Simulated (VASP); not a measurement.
# SrO (Fm-3m) in VASP: further runs, part 2 of 2

VASP 6.6.1. Earlier steps stand in the parts before.

### Step 3. Single point, RPBE

This run uses another cell than the first one, of 18.15 Å³/atom, 1.074 times its volume.

Input file INCAR:

```
  ALGO = Normal
  EDIFF = 1E-7
  ENCUT = 520
  GGA = RP
  ISIF = 2
  ISMEAR = -1
  LASPH = True
  LCHARG = False
  LREAL = False
  LWAVE = False
  NBANDS = 15
  NELM = 100
  PREC = Accurate
  SIGMA = 0.05
```

Input file KPOINTS:

```
k-points
0
Gamma
  9 9 9
```

Input file POSCAR:

```
SrO
1.0
    0.0000000000      2.6282068305      2.6282068305
    2.6282068305      0.0000000000      2.6282068305
    2.6282068305      2.6282068305      0.0000000000
Sr O
1 1
Direct
    0.5000000000      0.5000000000      0.5000000000
    0.0000000000      0.0000000000      0.0000000000
```

Potentials or basis: VASP PAW PBE potentials, release 64 (Sr_sv, O).

Started as:

```
> cat potpaw_PBE.64/Sr_sv/POTCAR potpaw_PBE.64/O/POTCAR > POTCAR
> mpirun -np 1 vasp_std > vasp.out
```

OUTCAR:

```text
EDIFF = 1E-7
   ENCUT = 520
   GGA = RP
   ISIF = 2
   ISMEAR = -1
   LASPH = True
   LREAL = False
   NELM = 100
   PREC = Accurate

 ion  position               nearest neighbor table
   1  0.500  0.500  0.500-   2 2.63   2 2.63   2 2.63   2 2.63   2 2.63   2 2.63
   2  0.000  0.000  0.000-   1 2.63   1 2.63   1 2.63   1 2.63   1 2.63   1 2.63

  LATTYP: Found a face centered cubic cell.
 ALAT       =     5.2564136610

  Lattice vectors:

 A1 = (   0.0000000000,   2.6282068305,   2.6282068305)
 A2 = (   2.6282068305,   0.0000000000,   2.6282068305)
 A3 = (   2.6282068305,   2.6282068305,   0.0000000000)

Analysis of symmetry for initial positions (statically):
=====================================================================
 Subroutine PRICEL returns:
 Original cell was already a primitive cell.

 Routine SETGRP: Setting up the symmetry group for a
 face centered cubic supercell.

 Subroutine GETGRP returns: Found 48 space group operations
[... 9 lines left out ...]

 Routine SETGRP: Setting up the symmetry group for a
 face centered cubic supercell.

 Subroutine GETGRP returns: Found 48 space group operations
[... 11 lines left out ...]
                                     Primitive cell

  volume of cell :      36.3085

  direct lattice vectors                    reciprocal lattice vectors
     0.000000000  2.628206830  2.628206830    -0.190243779  0.190243779  0.190243779
     2.628206830  0.000000000  2.628206830     0.190243779 -0.190243779  0.190243779
     2.628206830  2.628206830  0.000000000     0.190243779  0.190243779 -0.190243779

  length of vectors
     3.716845744  3.716845744  3.716845744     0.329511891  0.329511891  0.329511891

  position of ions in fractional coordinates (direct lattice)
     0.500000000  0.500000000  0.500000000
     0.000000000  0.000000000  0.000000000

  ion indices of the primitive-cell ions
   primitive index   ion index
                 1           1
                 2           2

----------------------------------------------------------------------------------------

 KPOINTS: k-points

Automatic generation of k-mesh.
[... 89 lines left out ...]
  Thomas-Fermi vector in A             =   2.379998
   LORBIT       =      0    0 simple, 1 ext, 2 COOP (PROOUT), +10 PAW based schemes
   GGA     = RP    functional components
   LHFCALC =     F    Hartree Fock is set to
   AEXX    =    0.0000 exact exchange contribution
   IVDW    =     0    specifies the selected vdW correction
   LEPSILON=     F    determine dielectric tensor
   LRPA    =     F    only Hartree local field effects (RPA)
 non-spin polarized calculation
  energy-cutoff  :      520.00
  volume of cell :       36.31
 maximum number of plane-waves:      1002
   NGX = 13   NGY = 13   NGZ = 13

 number of electron      16.0000005 magnetization

 Free energy of the ion-electron system (eV)
  ---------------------------------------------------
  ext. energy  EPLUGINS =         0.00000000
  ---------------------------------------------------
  free energy    TOTEN  =       -11.38799868 eV

  energy without entropy =      -11.38799868  energy(sigma->0) =      -11.38799868

 E-fermi :   2.5363     XC(G=0):  -9.4588

 val. band max:        1.5496400812   @ k =   0.0000   0.0000   0.0000
 cond. band min:       5.0095562088   @ k =   0.4444   0.4444   0.0000
 fundamental gap:      3.4599161276
 Fermi energy:         2.5362697925

 k-point     1 :       0.0000    0.0000    0.0000
  band No.  band energies     occupation
      1     -31.1864      2.00000
      2     -13.5523      2.00000
      3     -12.8939      2.00000
      4     -12.8939      2.00000
      5     -12.8939      2.00000
      6       1.5496      2.00000
      7       1.5496      2.00000
      8       1.5496      2.00000
      9       5.2553      0.00000
     10       7.6689      0.00000
     11       7.6689      0.00000
     12       7.6689      0.00000
     13       9.6353      0.00000
     14       9.6353      0.00000
[... 401 lines left out ...]
      2     -13.8772      2.00000
      3     -13.2320      2.00000
      4     -13.1726      2.00000
      5     -13.1726      2.00000
      6       0.9326      2.00000
      7       1.4176      2.00000
      8       1.4176      2.00000
      9       5.0096      0.00000
     10       8.8065      0.00000
     11      11.1904      0.00000
     12      11.4944      0.00000
     13      11.9171      0.00000
     14      11.9171      0.00000
     15      14.8813      0.00000

 [... further k-points ...]
[... 5 lines left out ...]
  --------------------------------------------------------------------------------------
  -------------------------------------------------------------------------------------
  Total        0.1088254      0.1088254      0.1088254      0.0000000      0.0000000      0.0000000
  in kB        4.8021113      4.8021113      4.8021113      0.0000000      0.0000000      0.0000000
  external PRESSURE =       4.8021113 kB  Pullay stress =       0.0000000 kB

 VOLUME and BASIS-vectors are now :
 -----------------------------------------------------------------------------
  energy-cutoff  :      520.00
  volume of cell :       36.31
      direct lattice vectors                 reciprocal lattice vectors
     0.000000000  2.628206830  2.628206830    -0.190243779  0.190243779  0.190243779
     2.628206830  0.000000000  2.628206830     0.190243779 -0.190243779  0.190243779
     2.628206830  2.628206830  0.000000000     0.190243779  0.190243779 -0.190243779

 POSITION                                       TOTAL-FORCE (eV/Angst)
 -----------------------------------------------------------------------------------
      2.62821      2.62821      2.62821         0.000000      0.000000      0.000000
      0.00000      0.00000      0.00000        -0.000000     -0.000000     -0.000000
 -----------------------------------------------------------------------------------
    total drift:                                0.000000      0.000000      0.000000

  FREE ENERGIE OF THE ION-ELECTRON SYSTEM (eV)
  ---------------------------------------------------
  free  energy   TOTEN  =       -11.3879986829 eV

  energy  without entropy=      -11.3879986828  energy(sigma->0) =      -11.38799868
```

OSZICAR:

```text
N       E                     dE             d eps       ncg     rms          rms(c)
DAV:   1     0.617628420149E+02    0.61763E+02   -0.76880E+03  1050   0.990E+02
DAV:   2    -0.999650427074E+01   -0.71759E+02   -0.65934E+02  1483   0.213E+02
DAV:   3    -0.135189255671E+02   -0.35224E+01   -0.35066E+01  1572   0.396E+01
DAV:   4    -0.135602605225E+02   -0.41335E-01   -0.41332E-01  1281   0.374E+00
DAV:   5    -0.135606954799E+02   -0.43496E-03   -0.43496E-03  1354   0.293E-01    0.144E+01
DAV:   6    -0.115018139833E+02    0.20589E+01   -0.69767E+00  1085   0.190E+01    0.164E+01
DAV:   7    -0.113698799199E+02    0.13193E+00   -0.31703E-01  1260   0.502E+00    0.946E+00
DAV:   8    -0.113845370507E+02   -0.14657E-01   -0.13755E-01  1267   0.382E+00    0.414E-01
DAV:   9    -0.113862505381E+02   -0.17135E-02   -0.59279E-03  1278   0.551E-01    0.262E-01
DAV:  10    -0.113877506455E+02   -0.15001E-02   -0.14028E-03  1106   0.300E-01    0.858E-02
DAV:  11    -0.113879360059E+02   -0.18536E-03   -0.23399E-04  1204   0.122E-01    0.346E-02
DAV:  12    -0.113879992770E+02   -0.63271E-04   -0.14326E-04  1099   0.803E-02    0.209E-02
DAV:  13    -0.113879986039E+02    0.67318E-06   -0.29921E-06  1253   0.131E-02    0.534E-03
DAV:  14    -0.113879986829E+02   -0.79008E-07   -0.46980E-07  1190   0.465E-03
   1 F= -.11387999E+02 E0= -.11387999E+02  d E =-.102356E-09
```

stdout:

```text
POSCAR found type information on POSCAR SrO
 POSCAR found :  2 types and       2 ions
 scaLAPACK will be used
 -----------------------------------------------------------------------------
|                                                                             |
|                                                                             |
|     You enforced a specific xc type in the INCAR file but a different       |
|     I HOPE YOU KNOW WHAT YOU ARE DOING!                                     |
|                                                                             |
 -----------------------------------------------------------------------------

 LDA part: xc-table for (Slater+PW92), standard interpolation
 POSCAR, INCAR and KPOINTS ok, starting setup
 FFT: planning ... GRIDC
 FFT: planning ... GRID_SOFT
 FFT: planning ... GRID
 WAVECAR not read
 entering main loop
```

Run time: 37 s. Hardware: 1 thread of Intel Xeon 8259CL, shared host; peak memory 0.17 GiB.

What came out:

* Free energy: -11.3880 eV
* Pressure: 0.5 GPa
* Band gap on the k mesh: 3.46 eV, indirect (least direct gap 3.59 eV)

Levels at points of the mesh, in eV from the valence-band top:
```csv
k point,band 5,band 6,band 7,band 8,band 9,band 10,band 11,band 12
"(0.00, 0.00, 0.00)",-14.44,0.00,0.00,0.00,3.71,6.12,6.12,6.12
```

Caveat: the PAW data sets were made with another functional, which shifts forces and pressure a little. A k mesh can miss the band edges.

### Step 4. Single point, revPBE

This run uses another cell than the first one, of 17.98 Å³/atom, 1.064 times its volume.

Input file INCAR:

```
SYSTEM = SrO
PREC = Accurate
ENCUT = 520
EDIFF = 1E-6
ISMEAR = -1
SIGMA = 0.05
LREAL = .FALSE.
LASPH = .TRUE.
NELM = 60
ALGO = Normal
ISIF = 2
LWAVE = .FALSE.
LCHARG = .FALSE.
GGA = RE
NBANDS = 15
```

Input file KPOINTS:

```
regular mesh
0
G
  9 9 9
  0 0 0
```

Input file POSCAR:

```
SrO
1.0
    0.0000000000      2.6200130661      2.6200130661
    2.6200130661      0.0000000000      2.6200130661
    2.6200130661      2.6200130661      0.0000000000
Sr O
1 1
Direct
    0.5000000000      0.5000000000      0.5000000000
    0.0000000000      0.0000000000      0.0000000000
```

Started as:

```
> cat potpaw_PBE.64/Sr_sv/POTCAR potpaw_PBE.64/O/POTCAR > POTCAR
> mpirun -np 1 vasp_std > vasp.out
```

Run time: 27 s. Hardware: 1 thread of Intel Xeon 8259CL, shared host; peak memory 0.17 GiB.

It converged, with:

* Free energy: -11.4644 eV
* Pressure: 0.5 GPa
* Band gap on the k mesh: 3.43 eV, indirect (least direct gap 3.56 eV)

Levels at points of the mesh, in eV from the valence-band top:
```
           k point  band 5  band 6  band 7  band 8  band 9  band 10  band 11  band 12
(0.00, 0.00, 0.00)  -14.37    0.00    0.00    0.00    3.72     6.13     6.13     6.13
```

Caveat: the PAW data sets were made with another functional, which shifts forces and pressure a little.

### Step 5. Single point, BLYP

This run uses another cell than the first one, of 18.06 Å³/atom, 1.069 times its volume.

Input file INCAR:

```
PREC = Accurate ; ENCUT = 520
EDIFF = 1E-6 ; ISMEAR = -1
SIGMA = 0.05 ; LREAL = False
LASPH = True ; NELM = 80
ALGO = Normal ; ISIF = 2
LWAVE = False ; LCHARG = False
GGA = B5 ; ALDAX = 1.0
AGGAX = 1.0 ; AGGAC = 1.0
ALDAC = 0.0 ; NBANDS = 15
```

Input file KPOINTS:

```
Automatic mesh
0
Gamma
  9 9 9
```

Input file POSCAR:

```
SrO
1.0
    0.0000000000      2.6236699474      2.6236699474
    2.6236699474      0.0000000000      2.6236699474
    2.6236699474      2.6236699474      0.0000000000
Sr O
1 1
Direct
    0.5000000000      0.5000000000      0.5000000000
    0.0000000000      0.0000000000      0.0000000000
```

Potentials or basis: VASP PAW PBE potentials, release 64 (Sr_sv, O).

Started as:

```
> cat potpaw_PBE.64/Sr_sv/POTCAR potpaw_PBE.64/O/POTCAR > POTCAR
> mpirun -np 1 vasp_std > vasp.out
```

OUTCAR:

```text
PREC = Accurate
   ENCUT = 520
   EDIFF = 1E-6
   ISMEAR = -1
   LREAL = False
   LASPH = True
   NELM = 80
   ISIF = 2
   GGA = B5

 ion  position               nearest neighbor table
   1  0.500  0.500  0.500-   2 2.62   2 2.62   2 2.62   2 2.62   2 2.62   2 2.62
   2  0.000  0.000  0.000-   1 2.62   1 2.62   1 2.62   1 2.62   1 2.62   1 2.62

  LATTYP: Found a face centered cubic cell.
 ALAT       =     5.2473398948

  Lattice vectors:

 A1 = (   0.0000000000,   2.6236699474,   2.6236699474)
 A2 = (   2.6236699474,   0.0000000000,   2.6236699474)
 A3 = (   2.6236699474,   2.6236699474,   0.0000000000)

Analysis of symmetry for initial positions (statically):
=====================================================================
 Subroutine PRICEL returns:
 Original cell was already a primitive cell.

 Routine SETGRP: Setting up the symmetry group for a
 face centered cubic supercell.

 Subroutine GETGRP returns: Found 48 space group operations
[... 9 lines left out ...]

 Routine SETGRP: Setting up the symmetry group for a
 face centered cubic supercell.

 Subroutine GETGRP returns: Found 48 space group operations
[... 11 lines left out ...]
                                     Primitive cell

  volume of cell :      36.1208
[... 142 lines left out ...]

 k-point     1 :       0.0000    0.0000    0.0000
  band No.  band energies     occupation
      1     -30.9056      2.00000
      2     -13.1800      2.00000
      3     -12.6398      2.00000
      4     -12.6398      2.00000
      5     -12.6398      2.00000
      6       1.7323      2.00000
      7       1.7323      2.00000
      8       1.7323      2.00000
      9       5.5291      0.00000
     10       7.8009      0.00000
     11       7.8009      0.00000
     12       7.8009      0.00000
     13       9.8242      0.00000
     14       9.8242      0.00000
[... 401 lines left out ...]
      2     -13.5989      2.00000
      3     -12.9274      2.00000
      4     -12.9274      2.00000
      5     -12.9043      2.00000
      6       1.1451      2.00000
      7       1.6079      2.00000
      8       1.6079      2.00000
      9       5.2015      0.00000
     10       9.0179      0.00000
     11      11.3899      0.00000
     12      11.8178      0.00000
     13      12.0664      0.00000
     14      12.0664      0.00000
     15      15.0098      0.00000

 [... further k-points ...]
[... 5 lines left out ...]
  --------------------------------------------------------------------------------------
  -------------------------------------------------------------------------------------
  Total        0.1100845      0.1100845      0.1100845      0.0000000      0.0000000     -0.0000000
  in kB        4.8829138      4.8829138      4.8829138      0.0000000      0.0000000     -0.0000000
  external PRESSURE =       4.8829138 kB  Pullay stress =       0.0000000 kB

 VOLUME and BASIS-vectors are now :
 -----------------------------------------------------------------------------
  energy-cutoff  :      520.00
  volume of cell :       36.12
      direct lattice vectors                 reciprocal lattice vectors
     0.000000000  2.623669947  2.623669947    -0.190572751  0.190572751  0.190572751
     2.623669947  0.000000000  2.623669947     0.190572751 -0.190572751  0.190572751
     2.623669947  2.623669947  0.000000000     0.190572751  0.190572751 -0.190572751

 POSITION                                       TOTAL-FORCE (eV/Angst)
 -----------------------------------------------------------------------------------
      2.62367      2.62367      2.62367        -0.000000      0.000000      0.000000
      0.00000      0.00000      0.00000         0.000000     -0.000000     -0.000000
 -----------------------------------------------------------------------------------
    total drift:                                0.000000      0.000000      0.000000

  FREE ENERGIE OF THE ION-ELECTRON SYSTEM (eV)
  ---------------------------------------------------
  free  energy   TOTEN  =       -11.5016231626 eV

  energy  without entropy=      -11.5016231626  energy(sigma->0) =      -11.50162316
```

Run time: 43 s. Hardware: 1 thread of Intel Xeon 8259CL, shared host; peak memory 0.16 GiB.

Results:

| Quantity | Value |
| --- | --- |
| Free energy | -11.5016 eV |
| Pressure | 0.5 GPa |
| Band gap on the k mesh | 3.47 eV, indirect (least direct gap 3.59 eV) |

Caveat: the PAW data sets were made with another functional, which shifts forces and pressure a little. A k mesh can miss the band edges.

### Step 6. Single point, LDA

This run uses another cell than the first one, of 16.24 Å³/atom, 0.961 times its volume.

Input file INCAR:

```
SYSTEM = SrO
PREC     = Accurate       ! precision mode
ENCUT    = 600            ! plane-wave cutoff, eV
EDIFF    = 1E-6           ! SCF threshold, eV
ISMEAR   = -1             ! smearing method
SIGMA    = 0.05           ! smearing width, eV
LREAL    = .False.        ! projectors in reciprocal space
LASPH    = .True.         ! aspherical terms in the spheres
NELM     = 120            ! most SCF steps
ALGO     = Normal         ! electronic algorithm
ISIF     = 2              ! what is computed and relaxed
LWAVE    = .False.        ! write WAVECAR
LCHARG   = .True.         ! write CHGCAR
GGA      = CA             ! functional
LELF     = .True.         ! ELF
LVHAR    = .True.       
NBANDS   = 15             ! bands
GGA_COMPAT= .False.
```

Input file KPOINTS:

```
regular mesh
0
Gamma
  9 9 9
  0 0 0
```

Input file POSCAR:

```
SrO
1.0
    0.0000000000      2.5321968670      2.5321968670
    2.5321968670      0.0000000000      2.5321968670
    2.5321968670      2.5321968670      0.0000000000
Sr O
1 1
Direct
    0.5000000000      0.5000000000      0.5000000000
    0.0000000000      0.0000000000      0.0000000000
```

Potentials or basis: VASP PAW LDA potentials, release 64 (Sr_sv, O).

Started as:

```
> cat potpaw_LDA.64/Sr_sv/POTCAR potpaw_LDA.64/O/POTCAR > POTCAR
> mpirun -np 1 vasp_std > vasp.out
```

It took 18 s on 1 thread of Intel Xeon Platinum 8375C at 2.90GHz (Ice Lake), shared host; peak memory 0.16 GiB.

Results (log left out):

| Quantity | Value |
| --- | --- |
| Free energy | -13.3888 eV |
| Pressure | 0.7 GPa |
| Band gap on the k mesh | 3.12 eV, indirect (least direct gap 3.18 eV) |

Levels at points of the mesh, in eV from the valence-band top:
```tsv
k point	band 5	band 6	band 7	band 8	band 9	band 10	band 11	band 12
(0.00, 0.00, 0.00)	-13.61	0.00	0.00	0.00	4.13	6.20	6.20	6.20
```

### Step 7. Summary

| level | potentials or basis | cell | cutoff (eV) | smearing | gap on the mesh (eV) | pressure (GPa) |
| --- | --- | --- | --- | --- | --- | --- |
| PBE | VASP PAW PBE potentials, release 64 (Sr_sv, O) | a = 3.629 Å, angles 60.0°, 2 atoms | 520 | gaussian 0.024 eV | 3.32 | 3.9 |
| RPBE | VASP PAW PBE potentials, release 64 (Sr_sv, O) | a = 3.717 Å, angles 60.0°, 2 atoms | 520 | fermi-dirac 0.05 eV | 3.46 | 0.5 |
| revPBE | VASP PAW PBE potentials, release 64 (Sr_sv, O) | a = 3.705 Å, angles 60.0°, 2 atoms | 520 | fermi-dirac 0.05 eV | 3.43 | 0.5 |
| BLYP | VASP PAW PBE potentials, release 64 (Sr_sv, O) | a = 3.710 Å, angles 60.0°, 2 atoms | 520 | fermi-dirac 0.05 eV | 3.47 | 0.5 |
| LDA | VASP PAW LDA potentials, release 64 (Sr_sv, O) | a = 3.581 Å, angles 60.0°, 2 atoms | 600 | fermi-dirac 0.05 eV | 3.12 | 0.7 |

Alike in all rows: task single point; no spin polarisation; k mesh 9 × 9 × 9.

Caveats: the PAW data sets were made with another functional, which shifts forces and pressure a little (some runs).

Absolute energies hang on the potentials; compare differences alone.
